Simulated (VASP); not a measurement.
# TiB2 in VASP: settings compared

TiB2 is run at these levels: r2SCAN, PBEsol; tasks: single point.

Program: VASP 6.6.1. These are calculated values, not measurements. Logs are shortened: lines on timing, memory, paths and dates and some standing lists are left out, and cuts for length are marked.

### 1 The cell of the first run

It takes space group P6/mmm (No. 191, hexagonal). Conventional cell: a = 3.029 Å, b = 3.029 Å, c = 3.228 Å, α = 90.00°, β = 90.00°, γ = 120.00°. Within 3.1 Å of Ti (site symmetry 6/mmm) lie 12 B at 2.38 Å and 6 Ti at 3.03 Å. Within 2.3 Å of B (site symmetry -6m2) lie 3 B at 1.75 Å.

### 2 Single point, r2SCAN

POSCAR

```
TiB2
1.0
    3.0292000000      0.0000000000      0.0000000000
   -1.5146000000      2.6233641531      0.0000000000
    0.0000000000      0.0000000000      3.2284000000
Ti B
1 2
Direct
    0.0000000000      0.0000000000      0.0000000000
    0.6666666667      0.3333333333      0.5000000000
    0.3333333333      0.6666666667      0.5000000000
```

INCAR.step1

```
SYSTEM = TiB2
PREC     = Accurate       ! precision mode
ENCUT    = 520            ! plane-wave cutoff, eV
ISMEAR   = -1             ! smearing method
SIGMA    = 0.05           ! smearing width, eV
LREAL    = .FALSE.        ! projectors in reciprocal space
LASPH    = .TRUE.         ! aspherical terms in the spheres
NELM     = 100            ! most SCF steps
NBANDS   = 16             ! bands
GGA      = PE             ! functional
ALGO     = Normal         ! electronic algorithm
EDIFF    = 1E-4           ! SCF threshold, eV
LWAVE    = .TRUE.         ! write WAVECAR
LCHARG   = .FALSE.        ! write CHGCAR
```

INCAR.step2

```
SYSTEM = TiB2
PREC     = Accurate       ! precision mode
ENCUT    = 520            ! plane-wave cutoff, eV
EDIFF    = 1E-6           ! SCF threshold, eV
ISMEAR   = -1             ! smearing method
SIGMA    = 0.05           ! smearing width, eV
LREAL    = .FALSE.        ! projectors in reciprocal space
LASPH    = .TRUE.         ! aspherical terms in the spheres
NELM     = 100            ! most SCF steps
ALGO     = Normal         ! electronic algorithm
ISIF     = 2              ! what is computed and relaxed
LWAVE    = .FALSE.        ! write WAVECAR
LCHARG   = .FALSE.        ! write CHGCAR
METAGGA  = R2SCAN         ! meta-GGA
LMIXTAU  = .TRUE.       
NBANDS   = 16             ! bands
ISTART   = 1
```

KPOINTS

```
Automatic mesh
0
G
  10 10 8
  0 0 0
```

Potentials or basis: VASP PAW PBE potentials, release 64 (Ti_sv, B).

Command:

```bash
$ cat potpaw_PBE.64/Ti_sv/POTCAR potpaw_PBE.64/B/POTCAR > POTCAR
$ cp INCAR.step1 INCAR
$ mpirun -np 1 vasp_std > vasp.out
$ cp INCAR.step2 INCAR
$ mpirun -np 1 vasp_std > vasp.out
```

OUTCAR:

```text
SYSTEM = TiB2
   PREC = Accurate
   ENCUT = 520
   EDIFF = 1E-6
   ISMEAR = -1
   LREAL = .FALSE.
   LASPH = .TRUE.
   NELM = 100
   ISIF = 2
   METAGGA = R2SCAN
   ISTART = 1

 ion  position               nearest neighbor table
   1  0.000  0.000  0.000-   2 2.38   3 2.38   2 2.38   3 2.38   3 2.38   3 2.38   2 2.38   2 2.38
                             2 2.38   2 2.38   3 2.38   3 2.38
   2  0.667  0.333  0.500-   3 1.75   3 1.75   3 1.75   1 2.38   1 2.38   1 2.38   1 2.38   1 2.38
                             1 2.38
   3  0.333  0.667  0.500-   2 1.75   2 1.75   2 1.75   1 2.38   1 2.38   1 2.38   1 2.38   1 2.38
                             1 2.38

  LATTYP: Found a hexagonal cell.
 ALAT       =     3.0292000000
 C/A-ratio  =     1.0657599366

  Lattice vectors:

 A1 = (   3.0292000000,   0.0000000000,   0.0000000000)
 A2 = (  -1.5146000000,   2.6233641531,   0.0000000000)
 A3 = (   0.0000000000,   0.0000000000,   3.2284000000)

Analysis of symmetry for initial positions (statically):
=====================================================================
 Subroutine PRICEL returns:
 Original cell was already a primitive cell.

 Routine SETGRP: Setting up the symmetry group for a
 hexagonal supercell.

 Subroutine GETGRP returns: Found 24 space group operations
 (whereof 24 operations were pure point group operations)
 out of a pool of 24 trial point group operations.

The static configuration has the point symmetry D_6h.

Analysis of symmetry for dynamics (positions and initial velocities):
=====================================================================
 Subroutine PRICEL returns:
 Original cell was already a primitive cell.

 Routine SETGRP: Setting up the symmetry group for a
 hexagonal supercell.

 Subroutine GETGRP returns: Found 24 space group operations
 (whereof 24 operations were pure point group operations)
 out of a pool of 24 trial point group operations.

The dynamic configuration has the point symmetry D_6h.

 Subroutine INISYM returns: Found 24 space group operations
 (whereof 24 operations are pure point group operations),
 and found     1 'primitive' translations

----------------------------------------------------------------------------------------

                                     Primitive cell

  volume of cell :      25.6551

[... 82 lines left out ...]
   ISTART =      1    job   : 0-new  1-cont  2-samecut
   ICHARG =      0    charge: 1-file 2-atom 10-const
   ISPIN  =      1    spin polarized calculation?
   LNONCOLLINEAR =      F non collinear calculations
   LSORBIT =      F    spin-orbit coupling
   LASPH  =      T    aspherical Exc in radial PAW
   ENCUT  =  520.0 eV  38.22 Ry    6.18 a.u.   5.63  5.63  6.00*2*pi/ulx,y,z
   NELM   =    100;   NELMIN=  2; NELMDL=  0     # of ELM steps
   EDIFF  = 0.1E-05   stopping-criterion for ELM
   LREAL  =      F    real-space projection
   EDIFFG = 0.1E-04   stopping-criterion for IOM
   NSW    =      0    number of steps for IOM
   IBRION =     -1    ionic relax: 0-MD 1-quasi-New 2-CG
   NFREE  =      0    steps in history (QN), initial steepest desc. (CG)
   ISIF   =      2    stress and relaxation
   ISYM   =      2    0-nonsym 1-usesym 2-fastsym
   POTIM  = 0.5000    time-step for ionic-motion
   TEBEG  =    0.0;   TEEND  =   0.0 temperature during run
   PSTRESS=    0.0 pullay stress
   NELECT =      18.0000    total number of electrons
   NUPDOWN=      -1.0000    fix difference up-down
   EMIN   =  10.00;   EMAX   =-10.00  energy-range for DOS
   EFERMI =   0.00;   METHOD = LEGACY
   ISMEAR =    -1;   SIGMA  =   0.05  broadening in eV -4-tet -1-fermi 0-gaus
   EFERMI_NEDOS =   21; number of points for ismear=-14 and -15
   IALGO  =     38    algorithm
   IMIX   =      4    mixing-type and parameters
     AMIX     =   0.40;   BMIX     =  1.00
     AMIX_MAG =   1.60;   BMIX_MAG =  1.00
  volume/ion in A,a.u.               =       8.55        57.71
  Fermi-wavevector in a.u.,A,eV,Ry     =   1.454703  2.748990 28.792122  2.116161
  Thomas-Fermi vector in A             =   2.571823
   LORBIT       =      0    0 simple, 1 ext, 2 COOP (PROOUT), +10 PAW based schemes
   METAGGA = R2SCAN    functional components
   LHFCALC =     F    Hartree Fock is set to
   AEXX    =    0.0000 exact exchange contribution
   IVDW    =     0    specifies the selected vdW correction
   LEPSILON=     F    determine dielectric tensor
   LRPA    =     F    only Hartree local field effects (RPA)
 non-spin polarized calculation
  energy-cutoff  :      520.00
  volume of cell :       25.66
 maximum number of plane-waves:       721
 NGX is ok and might be reduce to    24
   NGX = 11   NGY = 11   NGZ = 13

 number of electron      18.0000002 magnetization

 Free energy of the ion-electron system (eV)
  ---------------------------------------------------
  ext. energy  EPLUGINS =         0.00000000
  ---------------------------------------------------
  free energy    TOTEN  =       -30.96711508 eV

  energy without entropy =      -30.96056529  energy(sigma->0) =      -30.96384019

 E-fermi :  10.0874     XC(G=0): -13.7428

 val. band max:       10.0819316429   @ k =   0.1000  -0.0000   0.3750
 cond. band min:      10.0925140014   @ k =   0.3000   0.2000   0.0000
 fundamental gap:      0.0105823585
 Fermi energy:        10.0874280103

 k-point     1 :       0.0000    0.0000    0.0000
  band No.  band energies     occupation
      1     -49.2529      2.00000
      2     -24.5627      2.00000
      3     -24.2415      2.00000
      4     -24.2415      2.00000
      5      -4.3375      2.00000
      6       7.3739      2.00000
[... 433 lines left out ...]
      3     -24.5152      2.00000
      4     -24.3579      2.00000
      5      -0.4541      2.00000
      6       1.1144      2.00000
[... 8 lines left out ...]
     15      19.0626      0.00000
     16      20.0504      0.00000

 [... further k-points ...]
[... 5 lines left out ...]
  --------------------------------------------------------------------------------------
  -------------------------------------------------------------------------------------
  Total       -0.0862385     -0.0862385      0.0224992      0.0000000     -0.0000000      0.0000000
  in kB       -5.3856496     -5.3856496      1.4050863      0.0000000     -0.0000000      0.0000000
  external PRESSURE =      -3.1220710 kB  Pullay stress =       0.0000000 kB

 VOLUME and BASIS-vectors are now :
 -----------------------------------------------------------------------------
  energy-cutoff  :      520.00
  volume of cell :       25.66
      direct lattice vectors                 reciprocal lattice vectors
     3.029200000  0.000000000  0.000000000     0.330120164  0.190594965  0.000000000
    -1.514600000  2.623364153  0.000000000     0.000000000  0.381189931  0.000000000
     0.000000000  0.000000000  3.228400000     0.000000000  0.000000000  0.309750960

 POSITION                                       TOTAL-FORCE (eV/Angst)
 -----------------------------------------------------------------------------------
      0.00000      0.00000      0.00000        -0.000000      0.000000     -0.000000
      1.51460      0.87445      1.61420         0.000000     -0.000000     -0.000000
     -0.00000      1.74891      1.61420        -0.000000      0.000000      0.000000
 -----------------------------------------------------------------------------------
    total drift:                               -0.000000      0.000000      0.000000

  FREE ENERGIE OF THE ION-ELECTRON SYSTEM (eV)
  ---------------------------------------------------
  free  energy   TOTEN  =       -30.9671150806 eV

  energy  without entropy=      -30.9605652934  energy(sigma->0) =      -30.96384019
```

OUTCAR.step1:

```text
SYSTEM = TiB2
   PREC = Accurate
   ENCUT = 520
   ISMEAR = -1
   LREAL = .FALSE.
   LASPH = .TRUE.
   NELM = 100
[... 683 lines left out ...]
      0.00000      0.00000      0.00000         0.000000      0.000000      0.000000
      1.51460      0.87445      1.61420         0.000000      0.000000      0.000000
     -0.00000      1.74891      1.61420         0.000000      0.000000     -0.000000
 -----------------------------------------------------------------------------------
    total drift:                               -0.000000      0.000000      0.000000

  FREE ENERGIE OF THE ION-ELECTRON SYSTEM (eV)
  ---------------------------------------------------
  free  energy   TOTEN  =       -24.4245043401 eV

  energy  without entropy=      -24.4181315367  energy(sigma->0) =      -24.42131794
```

It took 46 s on 1 thread of Intel Xeon Platinum 8488C (Sapphire Rapids), shared host; peak memory 0.16 GiB.

What came out:

- Free energy: -30.9671 eV
- Pressure: -0.3 GPa
- Band gap on the k mesh: zero (band 9 reaches 10.59 eV, above the bottom of band 10 at 9.93 eV)

Stress tensor (GPa, compression positive):
```
-0.54  0.00  0.00
 0.00 -0.54  0.00
 0.00  0.00  0.14
```

Levels at points of the mesh, in eV from the Fermi level:
| k point | band 6 | band 7 | band 8 | band 9 | band 10 | band 11 | band 12 | band 13 |
| --- | --- | --- | --- | --- | --- | --- | --- | --- |
| (0.00, 0.00, 0.00) | -2.71 | -2.71 | -2.55 | -2.13 | 2.04 | 2.04 | 3.91 | 3.91 |
| (0.50, 0.00, 0.00) | -9.95 | -3.49 | -3.40 | -2.32 | 1.45 | 2.93 | 3.43 | 3.52 |
| (0.00, 0.00, 0.50) | -8.08 | -0.57 | -0.57 | -0.15 | -0.15 | 0.53 | 0.53 | 1.83 |
| (0.50, 0.00, 0.50) | -8.09 | -4.90 | -4.03 | -3.46 | 2.69 | 3.11 | 4.68 | 4.84 |

Caveat: the PAW data sets were made with another functional, which shifts forces and pressure a little.

### 3 Single point, r2SCAN

This run uses another cell than the first one, of 8.72 Å³/atom, 1.020 times its volume.

POSCAR

```
TiB2
1.0
    3.0492615118      0.0000000000      0.0000000000
   -1.5246307559      2.6407379320      0.0000000000
    0.0000000000      0.0000000000      3.2497807555
Ti B
1 2
Direct
    0.0000000000      0.0000000000      0.0000000000
    0.6666666667      0.3333333333      0.5000000000
    0.3333333333      0.6666666667      0.5000000000
```

INCAR.step1

```
ALGO = Normal
EDIFF = 1E-4
ENCUT = 520
GGA = PE
ISMEAR = -1
LASPH = T
LCHARG = F
LREAL = F
LWAVE = T
NBANDS = 16
NELM = 60
PREC = Accurate
SIGMA = 0.05
```

INCAR.step2

```
ALGO = Normal
EDIFF = 1E-6
ENCUT = 520
ISIF = 2
ISMEAR = -1
ISTART = 1
LASPH = T
LCHARG = F
LMIXTAU = T
LREAL = F
LWAVE = F
METAGGA = R2SCAN
NBANDS = 16
NELM = 60
PREC = Accurate
SIGMA = 0.05
```

KPOINTS

```
k-points
0
Gamma
  10 10 8
```

Potentials or basis: VASP PAW PBE potentials, release 64 (Ti_sv, B).

Command:

```bash
$ cat potpaw_PBE.64/Ti_sv/POTCAR potpaw_PBE.64/B/POTCAR > POTCAR
$ cp INCAR.step1 INCAR
$ mpirun -np 1 vasp_std > vasp.out
$ cp INCAR.step2 INCAR
$ mpirun -np 1 vasp_std > vasp.out
```

OUTCAR:

```text
EDIFF = 1E-6
   ENCUT = 520
   ISIF = 2
   ISMEAR = -1
   ISTART = 1
   LASPH = T
   LREAL = F
   METAGGA = R2SCAN
   NELM = 60
   PREC = Accurate

 ion  position               nearest neighbor table
   1  0.000  0.000  0.000-   2 2.40   3 2.40   2 2.40   3 2.40   3 2.40   3 2.40   2 2.40   2 2.40
                             2 2.40   2 2.40   3 2.40   3 2.40
   2  0.667  0.333  0.500-   3 1.76   3 1.76   3 1.76   1 2.40   1 2.40   1 2.40   1 2.40   1 2.40
                             1 2.40
   3  0.333  0.667  0.500-   2 1.76   2 1.76   2 1.76   1 2.40   1 2.40   1 2.40   1 2.40   1 2.40
                             1 2.40

  LATTYP: Found a hexagonal cell.
 ALAT       =     3.0492615118
 C/A-ratio  =     1.0657599366

  Lattice vectors:

 A1 = (   3.0492615118,   0.0000000000,   0.0000000000)
 A2 = (  -1.5246307559,   2.6407379320,   0.0000000000)
 A3 = (   0.0000000000,   0.0000000000,   3.2497807555)

Analysis of symmetry for initial positions (statically):
=====================================================================
 Subroutine PRICEL returns:
 Original cell was already a primitive cell.

 Routine SETGRP: Setting up the symmetry group for a
 hexagonal supercell.

 Subroutine GETGRP returns: Found 24 space group operations
 (whereof 24 operations were pure point group operations)
 out of a pool of 24 trial point group operations.

The static configuration has the point symmetry D_6h.

Analysis of symmetry for dynamics (positions and initial velocities):
=====================================================================
 Subroutine PRICEL returns:
 Original cell was already a primitive cell.

 Routine SETGRP: Setting up the symmetry group for a
 hexagonal supercell.

 Subroutine GETGRP returns: Found 24 space group operations
 (whereof 24 operations were pure point group operations)
 out of a pool of 24 trial point group operations.

[... 114 lines left out ...]
   NUPDOWN=      -1.0000    fix difference up-down
   EMIN   =  10.00;   EMAX   =-10.00  energy-range for DOS
   EFERMI =   0.00;   METHOD = LEGACY
   ISMEAR =    -1;   SIGMA  =   0.05  broadening in eV -4-tet -1-fermi 0-gaus
   EFERMI_NEDOS =   21; number of points for ismear=-14 and -15
   IALGO  =     38    algorithm
   IMIX   =      4    mixing-type and parameters
     AMIX     =   0.40;   BMIX     =  1.00
     AMIX_MAG =   1.60;   BMIX_MAG =  1.00
  volume/ion in A,a.u.               =       8.72        58.86
  Fermi-wavevector in a.u.,A,eV,Ry     =   1.445132  2.730904 28.414513  2.088408
  Thomas-Fermi vector in A             =   2.563349
   LORBIT       =      0    0 simple, 1 ext, 2 COOP (PROOUT), +10 PAW based schemes
   METAGGA = R2SCAN    functional components
   LHFCALC =     F    Hartree Fock is set to
   AEXX    =    0.0000 exact exchange contribution
   IVDW    =     0    specifies the selected vdW correction
   LEPSILON=     F    determine dielectric tensor
   LRPA    =     F    only Hartree local field effects (RPA)
 non-spin polarized calculation
  energy-cutoff  :      520.00
  volume of cell :       26.17
 maximum number of plane-waves:       721
 NGX is ok and might be reduce to    24
   NGX = 11   NGY = 11   NGZ = 13

 number of electron      18.0000002 magnetization

 Free energy of the ion-electron system (eV)
  ---------------------------------------------------
  ext. energy  EPLUGINS =         0.00000000
  ---------------------------------------------------
  free energy    TOTEN  =       -30.95855968 eV

  energy without entropy =      -30.95196218  energy(sigma->0) =      -30.95526093

 E-fermi :   9.8734     XC(G=0): -13.6354

 val. band max:        9.8673651971   @ k =   0.1000   0.0000   0.3750
 cond. band min:       9.8790637433   @ k =   0.3000   0.2000   0.0000
 fundamental gap:      0.0116985463
 Fermi energy:         9.8734485534

 k-point     1 :       0.0000    0.0000    0.0000
  band No.  band energies     occupation
      1     -49.5210      2.00000
      2     -24.8256      2.00000
      3     -24.5180      2.00000
      4     -24.5179      2.00000
      5      -4.4376      2.00000
      6       7.2024      2.00000
[... 433 lines left out ...]
      3     -24.7817      2.00000
      4     -24.6265      2.00000
      5      -0.5998      2.00000
      6       0.9706      2.00000
[... 8 lines left out ...]
     15      18.6261      0.00000
     16      19.6694      0.00000

 [... further k-points ...]
[... 5 lines left out ...]
  --------------------------------------------------------------------------------------
  -------------------------------------------------------------------------------------
  Total       -0.9587835     -0.9587835     -0.6734990      0.0000000     -0.0000000      0.0000000
  in kB      -58.7025656    -58.7025656    -41.2357118      0.0000000     -0.0000000      0.0000000
  external PRESSURE =     -52.8802810 kB  Pullay stress =       0.0000000 kB

 VOLUME and BASIS-vectors are now :
 -----------------------------------------------------------------------------
  energy-cutoff  :      520.00
  volume of cell :       26.17
      direct lattice vectors                 reciprocal lattice vectors
     3.049261512  0.000000000  0.000000000     0.327948258  0.189341015  0.000000000
    -1.524630756  2.640737932  0.000000000     0.000000000  0.378682030  0.000000000
     0.000000000  0.000000000  3.249780755     0.000000000  0.000000000  0.307713066

 POSITION                                       TOTAL-FORCE (eV/Angst)
 -----------------------------------------------------------------------------------
      0.00000      0.00000      0.00000        -0.000000      0.000000     -0.000000
      1.52463      0.88025      1.62489         0.000000      0.000000     -0.000000
     -0.00000      1.76049      1.62489        -0.000000      0.000000      0.000000
 -----------------------------------------------------------------------------------
    total drift:                               -0.000000      0.000000      0.000000

  FREE ENERGIE OF THE ION-ELECTRON SYSTEM (eV)
  ---------------------------------------------------
  free  energy   TOTEN  =       -30.9585596814 eV

  energy  without entropy=      -30.9519621845  energy(sigma->0) =      -30.95526093
```

OUTCAR.step1:

```text
EDIFF = 1E-4
   ENCUT = 520
   GGA = PE
   ISMEAR = -1
   LASPH = T
[... 684 lines left out ...]
      0.00000      0.00000      0.00000        -0.000000      0.000000      0.000000
      1.52463      0.88025      1.62489        -0.000000      0.000000      0.000000
     -0.00000      1.76049      1.62489         0.000000      0.000000     -0.000000
 -----------------------------------------------------------------------------------
    total drift:                               -0.000000      0.000000      0.000000

  FREE ENERGIE OF THE ION-ELECTRON SYSTEM (eV)
  ---------------------------------------------------
  free  energy   TOTEN  =       -24.4184330207 eV

  energy  without entropy=      -24.4120036423  energy(sigma->0) =      -24.41521833
```

Wall time 53 s (1 thread of Intel Xeon Platinum 8488C (Sapphire Rapids), shared host); peak memory 0.16 GiB.

What came out:

- Free energy: -30.9586 eV
- Pressure: -5.3 GPa
- Band gap on the k mesh: zero (band 9 reaches 10.36 eV, above the bottom of band 10 at 9.72 eV)

Stress tensor (GPa, compression positive):
```
-5.87  0.00  0.00
 0.00 -5.87  0.00
 0.00  0.00 -4.12
```

Caveat: the PAW data sets were made with another functional, which shifts forces and pressure a little.

(Part 1 of 3 ends here.)
